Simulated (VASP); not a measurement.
# W (I4/mmm) in VASP: further runs

W is run at these levels: PBEsol; tasks: single point.

Program: VASP 6.6.1. These are calculated values, not measurements. Logs are shortened: lines on timing, memory, paths and dates and some standing lists are left out, and cuts for length are marked.

### Step 1. The cell of the first run

It takes space group I4/mmm (No. 139, tetragonal). Conventional cell: a = 2.630 Å, b = 2.630 Å, c = 4.836 Å, α = 90.00°, β = 90.00°, γ = 90.00°. Within 3.5 Å of W (site symmetry 4/mmm) lie 12 W at 2.63 to 3.05 Å.

### Step 2. Single point, PBEsol

Input file INCAR:

```
SYSTEM = W
ALGO = Fast
EDIFF = 1E-6
ENCUT = 520
GGA = PS
ISIF = 2
ISMEAR = 0
LASPH = .True.
LCHARG = .False.
LREAL = .False.
LWAVE = .False.
NBANDS = 13
NELM = 100
PREC = Accurate
SIGMA = 0.15
```

Input file KPOINTS:

```
k-points
0
Gamma
  22 22 22
  0 0 0
```

Input file POSCAR:

```
W
1.0
    0.0000000000      1.8600084640      2.4180110031
    1.8600084640      0.0000000000      2.4180110031
    1.8600084640      1.8600084640      0.0000000000
W
1
Direct
    0.0000000000      0.0000000000      0.0000000000
```

Potentials or basis: VASP PAW PBE potentials, release 64 (W_sv).

Run with:

```bash
cat potpaw_PBE.64/W_sv/POTCAR > POTCAR
mpirun -np 1 vasp_std > vasp.out
```

OUTCAR:

```text
SYSTEM = W
   EDIFF = 1E-6
   ENCUT = 520
   GGA = PS
   ISIF = 2
   ISMEAR = 0
   LASPH = .True.
   LREAL = .False.
   NELM = 100
   PREC = Accurate

 ion  position               nearest neighbor table
   1  0.000  0.000  0.000-

  LATTYP: Found a body centered tetragonal cell.
 ALAT       =     2.6304491959
 C/A-ratio  =     1.8384776310

  Lattice vectors:

 A1 = (  -1.8600084640,   0.0000000000,   2.4180110031)
 A2 = (   1.8600084640,   0.0000000000,   2.4180110031)
 A3 = (   0.0000000000,   1.8600084640,  -2.4180110031)

Analysis of symmetry for initial positions (statically):
=====================================================================
 Subroutine PRICEL returns:
 Original cell was already a primitive cell.

 Routine SETGRP: Setting up the symmetry group for a
 body centered tetragonal supercell.

 Subroutine GETGRP returns: Found 16 space group operations
 (whereof 16 operations were pure point group operations)
 out of a pool of 16 trial point group operations.

The static configuration has the point symmetry D_4h.

Analysis of symmetry for dynamics (positions and initial velocities):
=====================================================================
 Subroutine PRICEL returns:
 Original cell was already a primitive cell.

 Routine SETGRP: Setting up the symmetry group for a
 body centered tetragonal supercell.

 Subroutine GETGRP returns: Found 16 space group operations
 (whereof 16 operations were pure point group operations)
 out of a pool of 16 trial point group operations.

The dynamic configuration has the point symmetry D_4h.

 Subroutine INISYM returns: Found 16 space group operations
 (whereof 16 operations are pure point group operations),
 and found     1 'primitive' translations

----------------------------------------------------------------------------------------

                                     Primitive cell

  volume of cell :      16.7309

  direct lattice vectors                    reciprocal lattice vectors
     0.000000000  1.860008464  2.418011003    -0.268815981  0.268815981  0.206781524
     1.860008464  0.000000000  2.418011003     0.268815981 -0.268815981  0.206781524
     1.860008464  1.860008464  0.000000000     0.268815981  0.268815981 -0.206781524

  length of vectors
     3.050640703  3.050640703  2.630449196     0.432761669  0.432761669  0.432761669

  position of ions in fractional coordinates (direct lattice)
[... 79 lines left out ...]
   EDIFFG = 0.1E-04   stopping-criterion for IOM
   NSW    =      0    number of steps for IOM
   IBRION =     -1    ionic relax: 0-MD 1-quasi-New 2-CG
   NFREE  =      0    steps in history (QN), initial steepest desc. (CG)
   ISIF   =      2    stress and relaxation
   ISYM   =      2    0-nonsym 1-usesym 2-fastsym
   POTIM  = 0.5000    time-step for ionic-motion
   TEBEG  =    0.0;   TEEND  =   0.0 temperature during run
   PSTRESS=    0.0 pullay stress
   NELECT =      14.0000    total number of electrons
   NUPDOWN=      -1.0000    fix difference up-down
   EMIN   =  10.00;   EMAX   =-10.00  energy-range for DOS
   EFERMI =   0.00;   METHOD = LEGACY
   ISMEAR =     0;   SIGMA  =   0.15  broadening in eV -4-tet -1-fermi 0-gaus
   EFERMI_NEDOS =   21; number of points for ismear=-14 and -15
   IALGO  =     68    algorithm
   IMIX   =      4    mixing-type and parameters
     AMIX     =   0.40;   BMIX     =  1.00
     AMIX_MAG =   1.60;   BMIX_MAG =  1.00
  volume/ion in A,a.u.               =      16.73       112.91
  Fermi-wavevector in a.u.,A,eV,Ry     =   1.542688  2.915258 32.380324  2.379887
  Thomas-Fermi vector in A             =   2.648457
   LORBIT       =      0    0 simple, 1 ext, 2 COOP (PROOUT), +10 PAW based schemes
   GGA     = PS    functional components
   LHFCALC =     F    Hartree Fock is set to
   AEXX    =    0.0000 exact exchange contribution
   IVDW    =     0    specifies the selected vdW correction
   LEPSILON=     F    determine dielectric tensor
   LRPA    =     F    only Hartree local field effects (RPA)
 non-spin polarized calculation
 RMM-DIIS sequential band-by-band and
 Gauss-broadening in eV      SIGMA  =   0.15
  energy-cutoff  :      520.00
  volume of cell :       16.73
 maximum number of plane-waves:       462
   NGX = 11   NGY = 11   NGZ =  9

 number of electron      14.0000000 magnetization

 Free energy of the ion-electron system (eV)
  ---------------------------------------------------
  ext. energy  EPLUGINS =         0.00000000
  ---------------------------------------------------
  free energy    TOTEN  =       -13.33853096 eV

  energy without entropy =      -13.33145026  energy(sigma->0) =      -13.33499061

 E-fermi :  10.5221     XC(G=0): -13.4295

 val. band max:       10.5132937733   @ k =   0.3182  -0.0000   0.2727
 cond. band min:      10.5231036043   @ k =   0.1818   0.0000   0.0455
 fundamental gap:      0.0098098310
 Fermi energy:        10.5221368246

 k-point     1 :       0.0000    0.0000    0.0000
  band No.  band energies     occupation
      1     -63.6755      2.00000
      2     -27.5347      2.00000
      3     -27.1350      2.00000
      4     -27.1349      2.00000
      5       1.1977      2.00000
      6       7.3612      2.00000
      7       9.3769      2.00000
      8      11.2159      0.00000
      9      11.2159      0.00000
     10      14.9500      0.00000
     11      23.8184      0.00000
     12      23.8469      0.00000
     13      30.7641      0.00000
[... 354 lines left out ...]
  band No.  band energies     occupation
      1     -63.5495      2.00000
      2     -28.5342      2.00000
      3     -27.6943      2.00000
      4     -27.0883      2.00000
      5       4.7118      2.00000
      6       7.7137      2.00000
      7      10.6050      0.43461
      8      11.1352      0.00000
      9      14.2982      0.00000
     10      15.1389      0.00000
     11      21.0238      0.00000
     12      21.8016      0.00000
     13      28.6227      0.00000

 [... further k-points ...]
[... 5 lines left out ...]
  --------------------------------------------------------------------------------------
  -------------------------------------------------------------------------------------
  Total       -0.2190648     -0.2190648     -2.3674111      0.0000000     -0.0000000     -0.0000000
  in kB      -20.9780439    -20.9780439   -226.7076336      0.0000000     -0.0000000     -0.0000000
  external PRESSURE =     -89.5545738 kB  Pullay stress =       0.0000000 kB

 VOLUME and BASIS-vectors are now :
 -----------------------------------------------------------------------------
  energy-cutoff  :      520.00
  volume of cell :       16.73
      direct lattice vectors                 reciprocal lattice vectors
     0.000000000  1.860008464  2.418011003    -0.268815981  0.268815981  0.206781524
     1.860008464  0.000000000  2.418011003     0.268815981 -0.268815981  0.206781524
     1.860008464  1.860008464  0.000000000     0.268815981  0.268815981 -0.206781524

 POSITION                                       TOTAL-FORCE (eV/Angst)
 -----------------------------------------------------------------------------------
      0.00000      0.00000      0.00000        -0.000000     -0.000000      0.000000
 -----------------------------------------------------------------------------------
    total drift:                               -0.000000     -0.000000     -0.000000

  FREE ENERGIE OF THE ION-ELECTRON SYSTEM (eV)
  ---------------------------------------------------
  free  energy   TOTEN  =       -13.3385309637 eV

  energy  without entropy=      -13.3314502604  energy(sigma->0) =      -13.33499061
```

OSZICAR:

```text
N       E                     dE             d eps       ncg     rms          rms(c)
DAV:   1     0.845165543694E+02    0.84517E+02   -0.74715E+03 21771   0.121E+03
DAV:   2    -0.123322354277E+02   -0.96849E+02   -0.92980E+02 24299   0.315E+02
DAV:   3    -0.140114008326E+02   -0.16792E+01   -0.16721E+01 24184   0.403E+01
DAV:   4    -0.140187200576E+02   -0.73192E-02   -0.73190E-02 24409   0.294E+00
DAV:   5    -0.140187867529E+02   -0.66695E-04   -0.66695E-04 24439   0.265E-01    0.198E+01
RMM:   6    -0.134791895041E+02    0.53960E+00   -0.43039E-01 23755   0.600E+00    0.813E+00
RMM:   7    -0.133426164306E+02    0.13657E+00   -0.29878E-01 23913   0.498E+00    0.830E-01
RMM:   8    -0.133387207017E+02    0.38957E-02   -0.13367E-02 26888   0.126E+00    0.248E-01
RMM:   9    -0.133385316953E+02    0.18901E-03   -0.21943E-03 26505   0.553E-01    0.365E-02
RMM:  10    -0.133385301634E+02    0.15320E-05   -0.32336E-04 27587   0.211E-01    0.856E-03
RMM:  11    -0.133385301090E+02    0.54354E-07   -0.42365E-05 27595   0.806E-02    0.423E-03
RMM:  12    -0.133385310422E+02   -0.93320E-06   -0.13277E-05 23617   0.404E-02    0.391E-03
RMM:  13    -0.133385309637E+02    0.78532E-07   -0.16613E-06 19038   0.147E-02
   1 F= -.13338531E+02 E0= -.13334991E+02  d E =-.708070E-02
```

stdout:

```text
POSCAR found type information on POSCAR W
 POSCAR found :  1 types and       1 ions
 scaLAPACK will be used
 -----------------------------------------------------------------------------
|                                                                             |
|                                                                             |
|     You enforced a specific xc type in the INCAR file but a different       |
|     I HOPE YOU KNOW WHAT YOU ARE DOING!                                     |
|                                                                             |
 -----------------------------------------------------------------------------

 LDA part: xc-table for (Slater+PW92), standard interpolation
 POSCAR, INCAR and KPOINTS ok, starting setup
 FFT: planning ... GRIDC
 FFT: planning ... GRID_SOFT
 FFT: planning ... GRID
 WAVECAR not read
 entering main loop
WARNING in EDDRMM: call to ZHEGV failed, returncode =   8  4     13
WARNING in EDDRMM: call to ZHEGV failed, returncode =   8  4     12
```

Run time: 77 s. Hardware: 1 thread of AMD EPYC 9R45 (Zen 5), shared host; peak memory 0.24 GiB.

What came out:

- Free energy: -13.3385 eV
- Pressure: -9.0 GPa
- Band gap on the k mesh: zero (band 7 reaches 13.16 eV, above the bottom of band 8 at 9.83 eV)

Caveat: the PAW data sets were made with another functional, which shifts forces and pressure a little; spin-orbit coupling is left out, which moves the levels of the heavy elements.

### Step 3. Single point, PBEsol

This run uses another cell than the first one, of the same volume but with other edges.

Input file INCAR:

```
  PREC = Accurate
  ENCUT = 520
  EDIFF = 1E-6
  ISMEAR = 0
  SIGMA = 0.15
  LREAL = F
  LASPH = T
  NELM = 100
  ALGO = Fast
  ISIF = 2
  LWAVE = F
  LCHARG = F
  GGA = PS
  NBANDS = 13
```

Input file KPOINTS:

```
Automatic mesh
0
Gamma
  22 22 22
```

Input file POSCAR:

```
W
1.0
    0.0000000000      2.0872129571      1.9202359205
    2.0872129571      0.0000000000      1.9202359205
    2.0872129571      2.0872129571      0.0000000000
W
1
Direct
    0.0000000000      0.0000000000      0.0000000000
```

Potentials or basis: VASP PAW PBE potentials, release 64 (W_sv).

Run with:

```bash
cat potpaw_PBE.64/W_sv/POTCAR > POTCAR
mpirun -np 1 vasp_std > vasp.out
```

Wall time 83 s (1 thread of AMD EPYC 9R45 (Zen 5), shared host); peak memory 0.25 GiB.

It converged, with:

| Property | Result |
| --- | --- |
| Free energy | -13.3579 eV |
| Pressure | -12.6 GPa |
| Band gap on the k mesh | zero (band 7 reaches 14.15 eV, above the bottom of band 8 at 9.60 eV) |

Stress tensor (GPa, compression positive):
```
 -5.34   0.00   0.00
  0.00  -5.34   0.00
  0.00   0.00 -27.13
```

Levels at points of the mesh, in eV from the Fermi level:
```csv
k point,band 4,band 5,band 6,band 7,band 8,band 9,band 10,band 11
"(0.00, 0.00, 0.00)",-37.48,-9.06,-1.00,-1.00,0.03,1.53,2.95,12.75
"(0.50, 0.00, 0.00)",-37.57,-5.67,-1.52,-0.27,0.46,4.32,5.12,9.89
"(0.50, 0.50, 0.00)",-38.00,-5.46,-4.71,3.93,4.66,5.47,5.47,10.58
"(0.50, 0.00, 0.50)",-37.77,-5.56,-4.43,2.27,4.54,4.83,5.93,11.28
```

Caveat: the PAW data sets were made with another functional, which shifts forces and pressure a little; spin-orbit coupling is left out, which moves the levels of the heavy elements.

### Step 4. Single point, PBEsol

This run uses another cell than the first one, of the same volume but with other edges.

Input file INCAR:

```
ALGO     = Fast           # electronic algorithm
EDIFF    = 1E-6           # SCF threshold, eV
ENCUT    = 520            # plane-wave cutoff, eV
GGA      = PS             # functional
ISIF     = 2              # what is computed and relaxed
ISMEAR   = 0              # smearing method
LASPH    = True           # aspherical terms in the spheres
LCHARG   = True           # write CHGCAR
LELF     = True           # ELF
LREAL    = False          # projectors in reciprocal space
LVHAR    = True         
LWAVE    = False          # write WAVECAR
NBANDS   = 13             # bands
NELM     = 60             # most SCF steps
PREC     = Accurate       # precision mode
SIGMA    = 0.15           # smearing width, eV
```

Input file KPOINTS:

```
k-points
0
Gamma
  22 22 22
```

Input file POSCAR:

```
W
1.0
    0.0000000000      1.9665204915      2.1631725406
    1.9665204915      0.0000000000      2.1631725406
    1.9665204915      1.9665204915      0.0000000000
W
1
Direct
    0.0000000000      0.0000000000      0.0000000000
```

Run with:

```bash
cat potpaw_PBE.64/W_sv/POTCAR > POTCAR
mpirun -np 1 vasp_std > vasp.out
```

Run time: 84 s. Hardware: 1 thread of AMD EPYC 9R45 (Zen 5), shared host; peak memory 0.25 GiB.

It converged, with:

```
Free energy            : -13.3480 eV
Pressure               : -12.3 GPa
Band gap on the k mesh : zero (band 7 reaches 13.66 eV, above the bottom of band 8 at 9.75 eV)
```

Stress tensor (GPa, compression positive):
```
-16.07   0.00   0.00
  0.00 -16.07   0.00
  0.00   0.00  -4.74
```

Levels at points of the mesh, in eV from the Fermi level:
```
           k point  band 4  band 5  band 6  band 7  band 8  band 9  band 10  band 11
(0.00, 0.00, 0.00)  -37.49   -9.09   -1.54   -0.23   -0.23    1.24     3.19    12.75
(0.50, 0.00, 0.00)  -37.56   -5.69   -1.59   -0.25    0.44    4.36     5.00     9.92
(0.50, 0.50, 0.00)  -37.77   -5.64   -4.46    1.60    4.84    5.32     5.32    10.95
(0.50, 0.00, 0.50)  -37.90   -5.52   -4.59    3.41    4.40    4.61     6.22    10.32
```

Caveat: the PAW data sets were made with another functional, which shifts forces and pressure a little; spin-orbit coupling is left out, which moves the levels of the heavy elements.

[end of part 1 of 2]
